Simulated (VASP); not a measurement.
Input of a VASP 6.6.1 run:

Contents of INCAR:

```
ALGO     = Normal         # electronic algorithm
EDIFF    = 1E-6           # SCF threshold, eV
ENCUT    = 520            # plane-wave cutoff, eV
GGA      = PS             # functional
ISIF     = 2              # what is computed and relaxed
ISMEAR   = 0              # smearing method
LASPH    = True           # aspherical terms in the spheres
LCHARG   = False          # write CHGCAR
LREAL    = False          # projectors in reciprocal space
LWAVE    = False          # write WAVECAR
NBANDS   = 14             # bands
NELM     = 60             # most SCF steps
PREC     = Accurate       # precision mode
SIGMA    = 0.15           # smearing width, eV
```

File KPOINTS:

```
k-points
0
Gamma
  16 16 16
```

The input POSCAR:

```
HfN
1.0
    0.0000000000      2.2584362400      2.5530148800
    2.2584362400      0.0000000000      2.5530148800
    2.2584362400      2.2584362400      0.0000000000
Hf N
1 1
Direct
    0.0000000000      0.0000000000      0.0000000000
    0.7500000000      0.7500000000      0.7500000000
```

Potentials or basis: VASP PAW PBE potentials, release 64 (Hf_pv, N).

Run with:

```console
$ cat potpaw_PBE.64/Hf_pv/POTCAR potpaw_PBE.64/N/POTCAR > POTCAR
$ mpirun -np 1 vasp_std > vasp.out
```

(1) Predict the pressure.

Results:

(1) 23.5 GPa.

Caveat: the cell differs from its parent crystal (strain -0.080 along x and y, +0.040 along z); the PAW data sets were made with another functional, which shifts forces and pressure a little.
